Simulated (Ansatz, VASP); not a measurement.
Rh in VASP and in Ansatz

File INCAR:

```
PREC     = Accurate       # precision mode
ENCUT    = 520            # plane-wave cutoff, eV
EDIFF    = 1E-6           # SCF threshold, eV
ISMEAR   = 0              # smearing method
SIGMA    = 0.15           # smearing width, eV
LREAL    = False          # projectors in reciprocal space
LASPH    = True           # aspherical terms in the spheres
NELM     = 80             # most SCF steps
ALGO     = Fast           # electronic algorithm
ISIF     = 2              # what is computed and relaxed
LWAVE    = False          # write WAVECAR
LCHARG   = True           # write CHGCAR
GGA      = PE             # functional
LELF     = True           # ELF
LVHAR    = True         
NBANDS   = 22             # bands
```

File KPOINTS:

```
Automatic mesh
0
Gamma
  21 21 12
```

File POSCAR:

```
Rh
1.0
    2.8366113696      0.0000000000      0.0000000000
   -1.4183056848      2.4565775067      0.0000000000
    0.0000000000      0.0000000000      4.0464261187
Rh
2
Direct
    0.6666666667      0.3333333333      0.7500000000
    0.3333333333      0.6666666667      0.2500000000
```

Input for Ansatz:

```yaml
crystal:
  lattice:
    - [2.8366113696, 0.0, 0.0]
    - [-1.4183056848, 2.4565775067, 0.0]
    - [0.0, 0.0, 4.0464261187]
  atoms:
    - { symbol: Rh, position: [0.6666666667, 0.3333333333, 0.75] }
    - { symbol: Rh, position: [0.3333333333, 0.6666666667, 0.25] }
basis:
  ecutwfc: 420
kpoints:
  mp_grid: { grid: [21, 21, 12] }
hamiltonian:
  xc: pbe
  pseudopotentials: { kind: paw, azcp: { folder: soft_1 } }
scf:
  occupations: { method: gaussian, width: 0.15 }
output:
  forces: true
  stress: true
  eigenvalues: true
```

Alike in both runs: task single point; functional PBE; k mesh 21 × 21 × 12; occupations gaussian, width 0.15 eV; no spin polarisation.

|  | VASP | Ansatz |
| --- | --- | --- |
| version | VASP 6.6.1 | Ansatz 0.2.0 |
| potentials or method | VASP PAW PBE potentials, release 64 (Rh_pv), cutoff 520 eV | scalar-relativistic, plane waves, PAW |
| valence electrons in the cell | 30 | 34 |

```tsv
	VASP	Ansatz	Ansatz less VASP
gap on the k mesh at the Fermi level (eV)	none	none	-
pressure (GPa)	4.7	4.7	+0.04
traceless stress, the component that is largest in VASP (GPa)	18.22	18.23	+0.016
```

A gap of «none» marks a metal or a gap that the smearing closes. The functional is the same, so the differences come from potentials, cutoffs and numerics. VASP's potentials hold 30 valence electrons a cell and Ansatz's 34, so a difference there can come from the potentials and not from the codes.
